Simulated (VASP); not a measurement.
**H16SO10: single point with PBE**

H16SO10:

```
O H S
1.0
     6.79688    0.00000    0.00000
     0.00000    6.79688    0.00000
     0.00000    0.00000    6.79688
O H S
10 16 1
Direct
  0.33359 0.05576 0.35968
  0.02323 0.94115 0.04762
  0.34944 0.25919 0.00137
  0.04701 0.79329 0.53213
  0.06107 0.35299 0.69554
  0.58166 0.71455 0.20118
  0.30741 0.41740 0.38154
  0.91905 0.60592 0.92251
  0.65295 0.99065 0.71631
  0.39562 0.77297 0.79432
  0.22915 0.97926 0.40527
  0.42562 0.02722 0.47067
  0.96466 0.80840 0.02747
  0.11507 0.91174 0.15008
  0.29664 0.13978 0.99163
  0.36829 0.28442 0.14230
  0.98471 0.88102 0.61933
  0.13012 0.72498 0.62395
  0.15110 0.36302 0.82138
  0.95186 0.25832 0.74612
  0.64415 0.78944 0.31788
  0.50077 0.62254 0.27395
  0.19291 0.49145 0.42996
  0.30067 0.28928 0.40135
  0.93806 0.55625 0.78781
  0.90497 0.50425 0.02241
  0.54151 0.90971 0.87606
```

- Program: VASP 6.6.1
- Task: single point
- Functional: PBE
- Potentials or basis: VASP PAW PBE potentials, release 64 (O, H, S)
- Cutoff: 520 eV
- k mesh: 1 × 1 × 1
- Occupations: fermi-dirac, width 0.02 eV
- Spin: no spin polarisation
- Dipole correction: no
- Further INCAR settings: LREAL = Auto; ALGO = Normal; EDIFF = 1e-06; NBANDS = 60

* Pressure: 3.6 GPa
* Largest force: 8.383 eV/Å
* Band gap on the k mesh: 2.62 eV

Forces on the atoms (eV/Å):
```
O    2.744  0.298  0.656
O   -0.402  0.505 -0.033
O    2.242  5.032 -0.226
O    0.504 -0.674 -1.281
O   -0.541 -1.850  2.461
O    1.463  1.276  2.266
O    0.562  8.256 -1.342
O   -0.771  0.832  0.711
O    1.655  1.287 -1.192
O    0.011  0.193  0.917
H   -2.577 -1.593  0.733
H    0.017  0.319 -0.871
H    0.069  0.168 -0.647
H    0.608  0.106  0.588
H   -2.630 -4.947 -0.111
H   -0.253  0.250 -0.270
H   -1.225  1.351  0.912
H    0.857 -0.445  0.385
H   -0.872 -0.368 -1.814
H    1.711  1.379 -0.909
H   -0.690 -0.926 -1.959
H   -0.683 -0.860  0.072
H    0.487 -0.973 -0.192
H   -0.939 -6.222  1.499
H    0.080 -0.782  0.477
H   -0.129 -0.127 -0.618
S   -1.299 -1.487 -0.211
```

Stress tensor (GPa, compression positive):
```
 1.75  0.91 -2.65
 0.91  8.56 -0.32
-2.65 -0.32  0.35
```

Levels at points of the mesh, in eV from the valence-band top:
```tsv
k point	band 37	band 38	band 39	band 40	band 41	band 42	band 43	band 44	band 45	band 46
(0.00, 0.00, 0.00)	-0.79	-0.53	-0.38	-0.20	0.00	2.62	4.64	6.73	6.99	7.29
```

It took 50 s on 1 thread of Intel(R) Xeon(R) Platinum 8259CL CPU @ 2.50GHz (Skylake/Cascade Lake) (shared host), peak memory 0.37 GiB.

Caveat: the k points lie up to 0.92 Å⁻¹ apart.
